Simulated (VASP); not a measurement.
# ZnSn15O16 (a cell with a defect) in VASP: single point with PBE

Aim: the single point of ZnSn15O16 (a cell with a defect) with PBE.

Program: VASP 6.6.1. These are calculated values, not measurements. Logs are shortened: lines on timing, memory, paths and dates and some standing lists are left out, and cuts for length are marked.

## 1. The cell of the first run

The cell holds a defect, 32 atoms: a = 7.627 Å, b = 7.627 Å, c = 9.774 Å, α = 90.00°, β = 90.00°, γ = 90.00°.

## 2. Single point, PBE

The input, INCAR:

```
SYSTEM = ZnSn15O16
ALGO = Normal
EDIFF = 1E-6
ENCUT = 910
GGA = PE
GGA_COMPAT = .FALSE.
ISIF = 2
ISMEAR = -1
LASPH = .TRUE.
LCHARG = .FALSE.
LREAL = Auto
LWAVE = .FALSE.
NBANDS = 181
NELM = 120
PREC = Accurate
SIGMA = 0.01
```

The input, KPOINTS:

```
k-points
0
G
  3 3 2
  0 0 0
```

The input, POSCAR:

```
ZnSn15O16
1.0
    7.6273904400      0.0000000000      0.0000000000
    0.0000000000      7.6273904400      0.0000000000
    0.0000000000      0.0000000000      9.7738266000
Zn Sn O
1 15 16
Direct
    0.0000000000      0.2500000000      0.0606647751
    0.0000000000      0.2500000000      0.6238176036
    0.0000000000      0.7500000000      0.1233506141
    0.0000000000      0.7500000000      0.6206623373
    0.5000000000      0.2500000000      0.1233506141
    0.5000000000      0.2500000000      0.6206623373
    0.5000000000      0.7500000000      0.1252827064
    0.5000000000      0.7500000000      0.6167723041
    0.2477670862      0.0022329138      0.3804196368
    0.2519198121     -0.0019198121      0.8845519637
    0.2477670862      0.4977670862      0.3804196368
    0.2519198121      0.5019198121      0.8845519637
    0.7522329138      0.0022329138      0.3804196368
    0.7480801879     -0.0019198121      0.8845519637
    0.7522329138      0.4977670862      0.3804196368
    0.7480801879      0.5019198121      0.8845519637
    0.2532132510      0.2500000000      0.0005023083
    0.2492139215      0.2500000000      0.5034712394
    0.2518290970      0.7500000000      0.0055196810
    0.2491247690      0.7500000000      0.4968943479
    0.7467867490      0.2500000000      0.0005023083
    0.7507860785      0.2500000000      0.5034712394
    0.7481709030      0.7500000000      0.0055196810
    0.7508752310      0.7500000000      0.4968943479
    0.0000000000     -0.0032132510      0.0005023083
    0.0000000000      0.0007860785      0.5034712394
    0.0000000000      0.5032132510      0.0005023083
    0.0000000000      0.4992139215      0.5034712394
    0.5000000000     -0.0018290970      0.0055196810
    0.5000000000      0.0008752310      0.4968943479
    0.5000000000      0.5018290970      0.0055196810
    0.5000000000      0.4991247690      0.4968943479
```

Potentials or basis: VASP PAW PBE potentials, release 64 (Zn, Sn_d, O_h).

On the command line:

```bash
$ cat potpaw_PBE.64/Zn/POTCAR potpaw_PBE.64/Sn_d/POTCAR potpaw_PBE.64/O_h/POTCAR > POTCAR
$ mpirun -np 1 vasp_std > vasp.out
```

OUTCAR:

```text
SYSTEM = ZnSn15O16
   EDIFF = 1E-6
   ENCUT = 910
   GGA = PE
   ISIF = 2
   ISMEAR = -1
   LASPH = .TRUE.
   LREAL = Auto
   NELM = 120
   PREC = Accurate

 ion  position               nearest neighbor table
   1  0.000  0.250  0.061-  17 2.02  21 2.02  25 2.02  27 2.02  10 3.22  12 3.22  14 3.22  16 3.22

   2  0.000  0.250  0.624-  18 2.24  22 2.24  26 2.24  28 2.24   9 3.58  11 3.58  13 3.58  15 3.58
                            10 3.73  14 3.73  12 3.73  16 3.73
   3  0.000  0.750  0.123-  25 2.23  27 2.23  19 2.24  23 2.24  10 3.57  12 3.57  14 3.57  16 3.57
                            13 3.69  11 3.69  15 3.69   9 3.69
   4  0.000  0.750  0.621-  26 2.23  28 2.23  20 2.25  24 2.25   9 3.58  11 3.58  13 3.58  15 3.58
                            10 3.73  14 3.73  12 3.73  16 3.73
   5  0.500  0.250  0.123-  17 2.23  21 2.23  29 2.24  31 2.24  10 3.57  12 3.57  14 3.57  16 3.57
                            13 3.69  11 3.69  15 3.69   9 3.69
   6  0.500  0.250  0.621-  18 2.23  22 2.23  30 2.25  32 2.25   9 3.58  11 3.58  13 3.58  15 3.58
                            10 3.73  14 3.73  12 3.73  16 3.73
   7  0.500  0.750  0.125-  19 2.23  23 2.23  29 2.23  31 2.23  10 3.56  12 3.56  14 3.56  16 3.56
                            13 3.69  11 3.69  15 3.69   9 3.69
   8  0.500  0.750  0.617-  20 2.24  24 2.24  30 2.24  32 2.24   9 3.57  11 3.57  13 3.57  15 3.57
                            10 3.74  14 3.74  12 3.74  16 3.74
   9  0.248  0.002  0.380-  20 2.24  30 2.24  26 2.24  18 2.24   8 3.57   6 3.58   4 3.58   2 3.58
[... 17 lines left out ...]
  19  0.252  0.750  0.006-   7 2.23  10 2.23  12 2.23   3 2.24
  20  0.249  0.750  0.497-   9 2.24  11 2.24   8 2.24   4 2.25
  21  0.747  0.250  0.001-   1 2.02  14 2.23  16 2.23   5 2.23
  22  0.751  0.250  0.503-   6 2.23   2 2.24  13 2.24  15 2.24
[... 8 lines left out ...]
  31  0.500  0.502  0.006-   7 2.23  12 2.23  16 2.23   5 2.24
  32  0.500  0.499  0.497-  11 2.24  15 2.24   8 2.24   6 2.25

  LATTYP: Found a simple tetragonal cell.
 ALAT       =     7.6273904400
 C/A-ratio  =     1.2814116016

  Lattice vectors:

 A1 = (   7.6273904400,   0.0000000000,   0.0000000000)
 A2 = (   0.0000000000,   7.6273904400,   0.0000000000)
 A3 = (   0.0000000000,   0.0000000000,   9.7738266000)

Analysis of symmetry for initial positions (statically):
=====================================================================
 Subroutine PRICEL returns:
 Original cell was already a primitive cell.

 Routine SETGRP: Setting up the symmetry group for a
 simple tetragonal supercell.

 Subroutine GETGRP returns: Found  8 space group operations
 (whereof  2 operations were pure point group operations)
 out of a pool of 16 trial point group operations.

The static configuration has the point symmetry C_1h.
 The point group associated with its full space group is C_4v.

Analysis of symmetry for dynamics (positions and initial velocities):
=====================================================================
 Subroutine PRICEL returns:
 Original cell was already a primitive cell.

 Routine SETGRP: Setting up the symmetry group for a
 simple tetragonal supercell.

 Subroutine GETGRP returns: Found  8 space group operations
 (whereof  2 operations were pure point group operations)
 out of a pool of 16 trial point group operations.

The dynamic configuration has the point symmetry C_1h.
 The point group associated with its full space group is C_4v.

 Subroutine INISYM returns: Found  8 space group operations
 (whereof  2 operations are pure point group operations),
 and found     1 'primitive' translations

----------------------------------------------------------------------------------------

                                     Primitive cell

  volume of cell :     568.6127

  direct lattice vectors                    reciprocal lattice vectors
     7.627390440  0.000000000  0.000000000     0.131106439  0.000000000  0.000000000
     0.000000000  7.627390440  0.000000000     0.000000000  0.131106439  0.000000000
     0.000000000  0.000000000  9.773826600     0.000000000  0.000000000  0.102314072

  length of vectors
     7.627390440  7.627390440  9.773826600     0.131106439  0.131106439  0.102314072

  position of ions in fractional coordinates (direct lattice)
     0.000000000  0.250000000  0.060664775
     0.000000000  0.250000000  0.623817604
     0.000000000  0.750000000  0.123350614
     0.000000000  0.750000000  0.620662337
     0.500000000  0.250000000  0.123350614
     0.500000000  0.250000000  0.620662337
[... 24 lines left out ...]
     0.500000000  0.501829097  0.005519681
     0.500000000  0.499124769  0.496894348

  ion indices of the primitive-cell ions
   primitive index   ion index
                 1           1
                 2           2
                 3           3
                 4           4
                 5           5
                 6           6
[... 24 lines left out ...]
                31          31
                32          32

----------------------------------------------------------------------------------------

 KPOINTS: k-points

Automatic generation of k-mesh.
 Grid dimensions read from file:
 generate k-points for:    3    3    2

 Generating k-lattice:

  Cartesian coordinates                     Fractional coordinates (reciprocal lattice)
     0.043702146  0.000000000  0.000000000     0.333333333  0.000000000  0.000000000
     0.000000000  0.043702146  0.000000000     0.000000000  0.333333333  0.000000000
     0.000000000  0.000000000  0.051157036     0.000000000  0.000000000  0.500000000

  Length of vectors
     0.043702146  0.043702146  0.051157036

  Shift w.r.t. Gamma in fractional coordinates (k-lattice)
     0.000000000  0.000000000  0.000000000

 Subroutine IBZKPT returns following result:
 ===========================================

 Found      6 irreducible k-points:

 Following reciprocal coordinates:
            Coordinates               Weight
  0.000000  0.000000  0.000000      1.000000
  0.333333  0.000000  0.000000      4.000000
  0.333333  0.333333  0.000000      4.000000
  0.000000  0.000000  0.500000      1.000000
  0.333333  0.000000  0.500000      4.000000
  0.333333  0.333333  0.500000      4.000000
   k-points           NKPTS =      6   k-points in BZ     NKDIM =      6   number of bands    NBANDS=    181
   number of dos      NEDOS =    301   number of ions     NIONS =     32
   total plane-waves  NPLWV = 614400
   dimension x,y,z NGX =    80 NGY =   80 NGZ =   96
   dimension x,y,z NGXF=   160 NGYF=  160 NGZF=  192
   ions per type =               1  15  16
   NGX,Y,Z   is equivalent  to a cutoff of  17.44, 17.44, 16.33 a.u.
   NGXF,Y,Z  is equivalent  to a cutoff of  34.87, 34.87, 32.66 a.u.
 SYSTEM =  ZnSn15O16
   PREC   = accura    normal or accurate (medium, high low for compatibility)
   ISTART =      0    job   : 0-new  1-cont  2-samecut
   ICHARG =      2    charge: 1-file 2-atom 10-const
   ISPIN  =      1    spin polarized calculation?
   LNONCOLLINEAR =      F non collinear calculations
   LSORBIT =      F    spin-orbit coupling
   LASPH  =      T    aspherical Exc in radial PAW
   ENCUT  =  910.0 eV  66.88 Ry    8.18 a.u.  18.76 18.76 24.04*2*pi/ulx,y,z
   NELM   =    120;   NELMIN=  2; NELMDL= -5     # of ELM steps
   EDIFF  = 0.1E-05   stopping-criterion for ELM
   LREAL  =      T    real-space projection
   EDIFFG = 0.1E-04   stopping-criterion for IOM
   NSW    =      0    number of steps for IOM
   IBRION =     -1    ionic relax: 0-MD 1-quasi-New 2-CG
   NFREE  =      0    steps in history (QN), initial steepest desc. (CG)
   ISIF   =      2    stress and relaxation
   ISYM   =      2    0-nonsym 1-usesym 2-fastsym
   POTIM  = 0.5000    time-step for ionic-motion
   TEBEG  =    0.0;   TEEND  =   0.0 temperature during run
   PSTRESS=    0.0 pullay stress
   NELECT =     318.0000    total number of electrons
   NUPDOWN=      -1.0000    fix difference up-down
   EMIN   =  10.00;   EMAX   =-10.00  energy-range for DOS
   EFERMI =   0.00;   METHOD = LEGACY
   ISMEAR =    -1;   SIGMA  =   0.01  broadening in eV -4-tet -1-fermi 0-gaus
   EFERMI_NEDOS =   21; number of points for ismear=-14 and -15
   IALGO  =     38    algorithm
   IMIX   =      4    mixing-type and parameters
     AMIX     =   0.40;   BMIX     =  1.00
     AMIX_MAG =   1.60;   BMIX_MAG =  1.00
  volume/ion in A,a.u.               =      17.77       119.91
  Fermi-wavevector in a.u.,A,eV,Ry     =   1.348792  2.548847 24.752264  1.819240
  Thomas-Fermi vector in A             =   2.476432
   LORBIT       =      0    0 simple, 1 ext, 2 COOP (PROOUT), +10 PAW based schemes
   GGA     = PE    functional components
   LHFCALC =     F    Hartree Fock is set to
   AEXX    =    0.0000 exact exchange contribution
   IVDW    =     0    specifies the selected vdW correction
   LEPSILON=     F    determine dielectric tensor
   LRPA    =     F    only Hartree local field effects (RPA)
 non-spin polarized calculation
  energy-cutoff  :      910.00
  volume of cell :      568.61
 maximum number of plane-waves:     35460
 NGX is ok and might be reduce to    80
   NGX = 37   NGY = 37   NGZ = 49

 number of electron     317.9999993 magnetization

 Free energy of the ion-electron system (eV)
  ---------------------------------------------------
  ext. energy  EPLUGINS =         0.00000000
  ---------------------------------------------------
  free energy    TOTEN  =      -178.51760090 eV

  energy without entropy =     -178.51760090  energy(sigma->0) =     -178.51760090

 E-fermi :   6.7392     XC(G=0): -10.0938

 val. band max:        6.5192576662   @ k =   0.0000   0.0000   0.0000
 cond. band min:       7.0528627995   @ k =   0.0000   0.0000   0.0000
 fundamental gap:      0.5336051333
 Fermi energy:         6.7391643829

 k-point     1 :       0.0000    0.0000    0.0000
  band No.  band energies     occupation
      1     -15.1577      2.00000
      2     -15.1018      2.00000
      3     -15.1018      2.00000
      4     -15.0819      2.00000
      5     -15.0491      2.00000
      6     -15.0473      2.00000
[... 1033 lines left out ...]
    170       9.4909      0.00000
    171       9.7041      0.00000
 [bands above 171 left out]

------------------------ aborting loop because EDIFF is reached ----------------------------------------

  FORCE on cell =-STRESS in cart. coord.  units (eV):
  Direction    XX          YY          ZZ          XY          YZ          ZX
  --------------------------------------------------------------------------------------
  -------------------------------------------------------------------------------------
  Total        9.4940825      9.4940825      4.5066749      0.0000000      0.0000000      0.0000000
  in kB       26.7514297     26.7514297     12.6984358      0.0000000      0.0000000      0.0000000
  external PRESSURE =      22.0670984 kB  Pullay stress =       0.0000000 kB

 VOLUME and BASIS-vectors are now :
 -----------------------------------------------------------------------------
  energy-cutoff  :      910.00
  volume of cell :      568.61
      direct lattice vectors                 reciprocal lattice vectors
     7.627390440  0.000000000  0.000000000     0.131106439  0.000000000  0.000000000
     0.000000000  7.627390440  0.000000000     0.000000000  0.131106439  0.000000000
     0.000000000  0.000000000  9.773826600     0.000000000  0.000000000  0.102314072

 POSITION                                       TOTAL-FORCE (eV/Angst)
 -----------------------------------------------------------------------------------
      0.00000      1.90685      0.59293         0.000000      0.000000      0.066828
      0.00000      1.90685      6.09709         0.000000      0.000000      0.085798
      0.00000      5.72054      1.20561         0.000000      0.000000      0.089438
      0.00000      5.72054      6.06625         0.000000      0.000000      0.060633
      3.81370      1.90685      1.20561         0.000000      0.000000      0.089438
      3.81370      1.90685      6.06625         0.000000      0.000000      0.060633
[... 24 lines left out ...]
      3.81370      3.82765      0.05395         0.000000      0.004395     -0.004114
      3.81370      3.80702      4.85656         0.000000     -0.000822      0.001359
 -----------------------------------------------------------------------------------
    total drift:                                0.000000      0.000000      0.015270

  FREE ENERGIE OF THE ION-ELECTRON SYSTEM (eV)
  ---------------------------------------------------
  free  energy   TOTEN  =      -178.5176008975 eV

  energy  without entropy=     -178.5176008974  energy(sigma->0) =     -178.51760090
```

It took 35 min on 1 thread of Intel Xeon 6975P-C (Granite Rapids), shared host; peak memory 1.7 GiB.

What came out:

```
Free energy            : -178.5176 eV
Pressure               : 2.2 GPa
Largest force          : 0.089 eV/Å
Band gap on the k mesh : 0.53 eV
```

Forces in eV/Å, atoms in the order of the input:
```
Zn   0.000  0.000  0.067
Sn   0.000  0.000  0.086
Sn   0.000  0.000  0.089
Sn   0.000  0.000  0.061
Sn   0.000  0.000  0.089
Sn   0.000  0.000  0.061
Sn   0.000  0.000  0.072
Sn   0.000  0.000  0.070
Sn   0.006 -0.006 -0.077
Sn   0.002 -0.002 -0.071
Sn   0.006  0.006 -0.077
Sn   0.002  0.002 -0.071
Sn  -0.006 -0.006 -0.077
Sn  -0.002 -0.002 -0.071
Sn  -0.006  0.006 -0.077
Sn  -0.002  0.002 -0.071
O    0.042  0.000  0.000
O   -0.001  0.000  0.002
O    0.004  0.000 -0.004
O   -0.001  0.000  0.001
O   -0.042  0.000  0.000
O    0.001  0.000  0.002
O   -0.004  0.000 -0.004
O    0.001  0.000  0.001
O    0.000 -0.042  0.000
O    0.000  0.001  0.002
O    0.000  0.042  0.000
O    0.000 -0.001  0.002
O    0.000 -0.004 -0.004
O    0.000  0.001  0.001
O    0.000  0.004 -0.004
O    0.000 -0.001  0.001
```

Caveat: the cutoff is under 1.25 times the usual one of these potentials, so pressure, stress and relaxed cells hold a basis-set (Pulay) error; semilocal functionals underestimate gaps, and a narrow one can read as zero; spin-orbit coupling is left out, which moves the levels of the heavy elements.
